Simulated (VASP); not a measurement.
# HfO2 (P4_2/mnm) in VASP: single point with r2SCAN

Aim: the single point of HfO2 with r2SCAN.

Program: VASP 6.6.1. These are calculated values, not measurements. Logs are shortened: lines on timing, memory, paths and dates and some standing lists are left out, and cuts for length are marked.

### 1 The cell of the first run

The structure is tetragonal, space group P4_2/mnm (No. 136). Conventional cell: a = 4.790 Å, b = 4.790 Å, c = 3.188 Å, α = 90.00°, β = 90.00°, γ = 90.00°. Hf (site symmetry mmm) has 6 O at 2.06 to 2.07 Å within 2.7 Å. Within 2.7 Å of O (site symmetry m2m) lie 3 Hf at 2.06 to 2.07 Å and 1 O at 2.65 Å.

### 2 Single point, r2SCAN, non-collinear spin, zero start, spin-orbit coupling (strain -1.0%)

Input file POSCAR:

```
HfO2
1.0
    4.7898993623      0.0000000000      0.0000000000
    0.0000000000      4.7898993623      0.0000000000
    0.0000000000      0.0000000000      3.1878099097
Hf O
2 4
Direct
    0.0000000000      0.0000000000      0.0000000000
    0.5000000000      0.5000000000      0.5000000000
    0.3044886252      0.3044886252      0.0000000000
    0.1955113748      0.8044886252      0.5000000000
    0.8044886252      0.1955113748      0.5000000000
    0.6955113748      0.6955113748      0.0000000000
```

Input file INCAR.step1:

```
ALGO     = Normal         # electronic algorithm
EDIFF    = 1E-4           # SCF threshold, eV
ENCUT    = 520            # plane-wave cutoff, eV
GGA      = PE             # functional
GGA_COMPAT= F            
ISMEAR   = 0              # smearing method
KPAR     = 4            
LASPH    = T              # aspherical terms in the spheres
LCHARG   = F              # write CHGCAR
LMAXMIX  = 4              # l up to which the mixer works
LREAL    = F              # projectors in reciprocal space
LSORBIT  = T              # spin-orbit coupling
LWAVE    = T              # write WAVECAR
MAGMOM   = 0 0 0 0 0 0 0 0 0 0 0 0 0 0 0 0 0 0 # initial moments
NBANDS   = 60             # bands
NELM     = 150            # most SCF steps
PREC     = Accurate       # precision mode
SIGMA    = 0.01           # smearing width, eV
```

Input file INCAR.step2:

```
ALGO     = Normal         # electronic algorithm
EDIFF    = 1E-7           # SCF threshold, eV
ENCUT    = 520            # plane-wave cutoff, eV
GGA_COMPAT= F            
ISIF     = 2              # what is computed and relaxed
ISMEAR   = 0              # smearing method
ISTART   = 1            
KPAR     = 4            
LASPH    = T              # aspherical terms in the spheres
LCHARG   = F              # write CHGCAR
LMAXMIX  = 4              # l up to which the mixer works
LMIXTAU  = T            
LORBIT   = 11             # projections on sites
LORBMOM  = T            
LREAL    = F              # projectors in reciprocal space
LSORBIT  = T              # spin-orbit coupling
LWAVE    = F              # write WAVECAR
MAGMOM   = 0 0 0 0 0 0 0 0 0 0 0 0 0 0 0 0 0 0 # initial moments
METAGGA  = R2SCAN         # meta-GGA
NBANDS   = 60             # bands
NELM     = 150            # most SCF steps
PREC     = Accurate       # precision mode
SIGMA    = 0.01           # smearing width, eV
```

Input file KPOINTS:

```
k-points
0
Gamma
  6 6 8
```

Potentials or basis: VASP PAW PBE potentials, release 64 (Hf_pv, O).

Run with:

```sh
cat potpaw_PBE.64/Hf_pv/POTCAR potpaw_PBE.64/O/POTCAR > POTCAR
cp INCAR.step1 INCAR
mpirun -np 4 vasp_ncl > vasp.out
cp INCAR.step2 INCAR
mpirun -np 4 vasp_ncl > vasp.out
```

OUTCAR:

```text
EDIFF = 1E-7
   ENCUT = 520
   ISIF = 2
   ISMEAR = 0
   ISTART = 1
   LASPH = T
   LORBIT = 11
   LREAL = F
   LSORBIT = T
   METAGGA = R2SCAN
   NELM = 150
   PREC = Accurate

 ion  position               nearest neighbor table
   1  0.000  0.000  0.000-   3 2.06   6 2.06   5 2.07   4 2.07   4 2.07   5 2.07   2 3.74   2 3.74
                             2 3.74   2 3.74   2 3.74   2 3.74   2 3.74   2 3.74
   2  0.500  0.500  0.500-   4 2.06   5 2.06   3 2.07   6 2.07   3 2.07   6 2.07   1 3.74   1 3.74
                             1 3.74   1 3.74   1 3.74   1 3.74   1 3.74   1 3.74
   3  0.304  0.304  0.000-   1 2.06   2 2.07   2 2.07
   4  0.196  0.804  0.500-   2 2.06   1 2.07   1 2.07
   5  0.804  0.196  0.500-   2 2.06   1 2.07   1 2.07
   6  0.696  0.696  0.000-   1 2.06   2 2.07   2 2.07

  LATTYP: Found a simple tetragonal cell.
 ALAT       =     4.7898993623
 C/A-ratio  =     0.6655275338

  Lattice vectors:

 A1 = (   4.7898993623,   0.0000000000,   0.0000000000)
 A2 = (   0.0000000000,   4.7898993623,   0.0000000000)
 A3 = (   0.0000000000,   0.0000000000,   3.1878099097)

Analysis of symmetry for initial positions (statically):
=====================================================================
 Subroutine PRICEL returns:
 Original cell was already a primitive cell.

 Routine SETGRP: Setting up the symmetry group for a
 simple tetragonal supercell.

 Subroutine GETGRP returns: Found 16 space group operations
 (whereof  8 operations were pure point group operations)
 out of a pool of 16 trial point group operations.

The static configuration has the point symmetry D_2h.
 The point group associated with its full space group is D_4h.

Analysis of symmetry for dynamics (positions and initial velocities):
=====================================================================
 Subroutine PRICEL returns:
 Original cell was already a primitive cell.

 Routine SETGRP: Setting up the symmetry group for a
 simple tetragonal supercell.

 Subroutine GETGRP returns: Found 16 space group operations
 (whereof  8 operations were pure point group operations)
 out of a pool of 16 trial point group operations.

The dynamic configuration has the point symmetry D_2h.
 The point group associated with its full space group is D_4h.

Analysis of structural, dynamic, and magnetic symmetry:
=====================================================================
 Subroutine PRICEL returns:
 Original cell was already a primitive cell.

 Routine SETGRP: Setting up the symmetry group for a
 simple tetragonal supercell.

 Subroutine GETGRP returns: Found 16 space group operations
 (whereof  8 operations were pure point group operations)
 out of a pool of 16 trial point group operations.

The overall configuration has the point symmetry D_2h.
 The point group associated with its full space group is D_4h.

 Subroutine INISYM returns: Found 16 space group operations
 (whereof  8 operations are pure point group operations),
 and found     1 'primitive' translations

----------------------------------------------------------------------------------------

                                     Primitive cell

  volume of cell :      73.1384

  direct lattice vectors                    reciprocal lattice vectors
     4.789899362  0.000000000  0.000000000     0.208772654  0.000000000  0.000000000
     0.000000000  4.789899362  0.000000000     0.000000000  0.208772654  0.000000000
     0.000000000  0.000000000  3.187809910     0.000000000  0.000000000  0.313694991

  length of vectors
     4.789899362  4.789899362  3.187809910     0.208772654  0.208772654  0.313694991

  position of ions in fractional coordinates (direct lattice)
     0.000000000  0.000000000  0.000000000
     0.500000000  0.500000000  0.500000000
     0.304488625  0.304488625  0.000000000
     0.195511375  0.804488625  0.500000000
     0.804488625  0.195511375  0.500000000
[... 145 lines left out ...]
      1     -32.7654      1.00000
      2     -32.7654      1.00000
      3     -32.6446      1.00000
      4     -32.6446      1.00000
      5     -26.1792      1.00000
      6     -26.1792      1.00000
[... 1405 lines left out ...]
     55       9.6224      0.00000
     56       9.6224      0.00000

 [... further k-points ...]

 [bands above 56 left out]

------------------------ aborting loop because EDIFF is reached ----------------------------------------

  FORCE on cell =-STRESS in cart. coord.  units (eV):
  Direction    XX          YY          ZZ          XY          YZ          ZX
  --------------------------------------------------------------------------------------
  -------------------------------------------------------------------------------------
  Total        1.8195053      1.8195053      2.2185230      0.0000000      0.0000000      0.0000000
  in kB       39.8582937     39.8582937     48.5992234      0.0000000      0.0000000      0.0000000
  external PRESSURE =      42.7719369 kB  Pullay stress =       0.0000000 kB

 VOLUME and BASIS-vectors are now :
 -----------------------------------------------------------------------------
  energy-cutoff  :      520.00
  volume of cell :       73.14
      direct lattice vectors                 reciprocal lattice vectors
     4.789899362  0.000000000  0.000000000     0.208772654  0.000000000  0.000000000
     0.000000000  4.789899362  0.000000000     0.000000000  0.208772654  0.000000000
     0.000000000  0.000000000  3.187809910     0.000000000  0.000000000  0.313694991

 POSITION                                       TOTAL-FORCE (eV/Angst)
 -----------------------------------------------------------------------------------
      0.00000      0.00000      0.00000         0.000000     -0.000000     -0.000000
      2.39495      2.39495      1.59390         0.000000     -0.000000     -0.000000
      1.45847      1.45847      0.00000         0.036366      0.036366      0.000000
      0.93648      3.85342      1.59390        -0.036366      0.036366     -0.000000
      3.85342      0.93648      1.59390         0.036366     -0.036366      0.000000
      3.33143      3.33143      0.00000        -0.036366     -0.036366     -0.000000
 -----------------------------------------------------------------------------------
    total drift:                                0.000000      0.000000      0.000000

  FREE ENERGIE OF THE ION-ELECTRON SYSTEM (eV)
  ---------------------------------------------------
  free  energy   TOTEN  =      -138.5614554244 eV

  energy  without entropy=     -138.5614554244  energy(sigma->0) =     -138.56145542

 orbital moment (x)

 # of ion     p       d       tot
 ----------------------------------------
  1         0.000   0.000   0.000
  2         0.000   0.000   0.000
  3         0.000   0.000   0.000
  4         0.000   0.000   0.000
  5         0.000   0.000   0.000
  6         0.000   0.000   0.000
 ----------------------------------------
            0.000   0.000   0.000

 orbital moment (y)

 # of ion     p       d       tot
 ----------------------------------------
  1         0.000   0.000   0.000
  2         0.000   0.000   0.000
  3         0.000   0.000   0.000
  4         0.000   0.000   0.000
  5         0.000   0.000   0.000
  6         0.000   0.000   0.000
 ----------------------------------------
            0.000   0.000   0.000

 orbital moment (z)

 # of ion     p       d       tot
 ----------------------------------------
  1         0.000   0.000   0.000
  2         0.000   0.000   0.000
  3        -0.000   0.000  -0.000
  4         0.000   0.000   0.000
  5         0.000   0.000   0.000
  6         0.000   0.000   0.000
 ----------------------------------------
            0.000   0.000   0.000

 Spin-Orbit-Coupling matrix elements

 Ion:    1  E_soc:     -1.1816236
 l=   1
     0.0000000    -0.1931745    -0.1943930
    -0.1931745     0.0000000    -0.1931745
    -0.1943930    -0.1931745     0.0000000
 l=   2
     0.0000000    -0.0007473     0.0000000    -0.0007473    -0.0026614
    -0.0007473     0.0000000    -0.0019208    -0.0007529    -0.0006596
     0.0000000    -0.0019208     0.0000000    -0.0019208     0.0000000
    -0.0007473    -0.0007529    -0.0019208     0.0000000    -0.0006596
    -0.0026614    -0.0006596     0.0000000    -0.0006596     0.0000000
 l=   3
     0.0000000     0.0000000     0.0000000     0.0000000     0.0000000     0.0000000     0.0000000
     0.0000000     0.0000000     0.0000000     0.0000000     0.0000000     0.0000000     0.0000000
     0.0000000     0.0000000     0.0000000     0.0000000     0.0000000     0.0000000     0.0000000
     0.0000000     0.0000000     0.0000000     0.0000000     0.0000000     0.0000000     0.0000000
[... 89 lines left out ...]
 l=   2
     0.0000000     0.0000000     0.0000000     0.0000000     0.0000000
     0.0000000     0.0000000     0.0000000     0.0000000     0.0000000
     0.0000000     0.0000000     0.0000000     0.0000000     0.0000000
     0.0000000     0.0000000     0.0000000     0.0000000     0.0000000
     0.0000000     0.0000000     0.0000000     0.0000000     0.0000000
 l=   3
     0.0000000     0.0000000     0.0000000     0.0000000     0.0000000     0.0000000     0.0000000
     0.0000000     0.0000000     0.0000000     0.0000000     0.0000000     0.0000000     0.0000000
     0.0000000     0.0000000     0.0000000     0.0000000     0.0000000     0.0000000     0.0000000
     0.0000000     0.0000000     0.0000000     0.0000000     0.0000000     0.0000000     0.0000000
     0.0000000     0.0000000     0.0000000     0.0000000     0.0000000     0.0000000     0.0000000
     0.0000000     0.0000000     0.0000000     0.0000000     0.0000000     0.0000000     0.0000000
     0.0000000     0.0000000     0.0000000     0.0000000     0.0000000     0.0000000     0.0000000

 total charge

# of ion       s       p       d       tot
------------------------------------------
    1        0.337   6.766   1.456   8.558
    2        0.337   6.766   1.456   8.558
    3        1.568   3.584   0.000   5.152
    4        1.568   3.584   0.000   5.152
    5        1.568   3.584   0.000   5.152
    6        1.568   3.584   0.000   5.152
--------------------------------------------------
tot          6.945  27.868   2.911  37.723

 magnetization (x)

# of ion       s       p       d       tot
------------------------------------------
    1        0.000   0.000   0.000   0.000
    2        0.000   0.000   0.000   0.000
    3        0.000   0.000   0.000   0.000
    4        0.000   0.000   0.000   0.000
    5        0.000   0.000   0.000   0.000
    6        0.000   0.000   0.000   0.000
--------------------------------------------------
tot          0.000   0.000   0.000   0.000

 magnetization (y)

# of ion       s       p       d       tot
------------------------------------------
    1        0.000   0.000   0.000   0.000
    2        0.000   0.000   0.000   0.000
    3        0.000   0.000   0.000   0.000
    4        0.000   0.000   0.000   0.000
    5        0.000   0.000   0.000   0.000
    6        0.000   0.000   0.000   0.000
--------------------------------------------------
tot          0.000   0.000   0.000   0.000

 magnetization (z)

# of ion       s       p       d       tot
------------------------------------------
    1        0.000   0.000  -0.000   0.000
    2        0.000  -0.000  -0.000  -0.000
    3        0.000   0.000   0.000   0.000
    4        0.000   0.000   0.000   0.000
    5        0.000   0.000   0.000   0.000
    6        0.000   0.000   0.000   0.000
--------------------------------------------------
tot          0.000  -0.000  -0.000  -0.000
```

It took 13 min on 4 MPI ranks of Oxide Virtual Turin-like, shared host; peak memory 0.56 GiB.

What came out:

```yaml
Free_energy: -138.5615 eV
Pressure: 4.3 GPa
Largest_force: 0.051 eV/Å
Net_moment: 0.00 μB per cell
Valence_electrons_inside_the_program's_atomic_spheres: Hf 8.56; O 5.15
```

Forces in eV/Å, atoms in the order of the input:
```
Hf   0.000  0.000  0.000
Hf   0.000  0.000  0.000
O    0.036  0.036  0.000
O   -0.036  0.036  0.000
O    0.036 -0.036  0.000
O   -0.036 -0.036  0.000
```

Moments on the atoms (μB; x, y, z):
```
Hf  0.00 0.00 0.00
Hf  0.00 0.00 0.00
O   0.00 0.00 0.00
O   0.00 0.00 0.00
O   0.00 0.00 0.00
O   0.00 0.00 0.00
```

Caveat: the cell differs from its parent crystal (strain -1.0%); the cell stands under pressure; the structure was generated, so it needn't be the stable form of HfO2; the PAW data sets were made with another functional, which shifts forces and pressure a little.
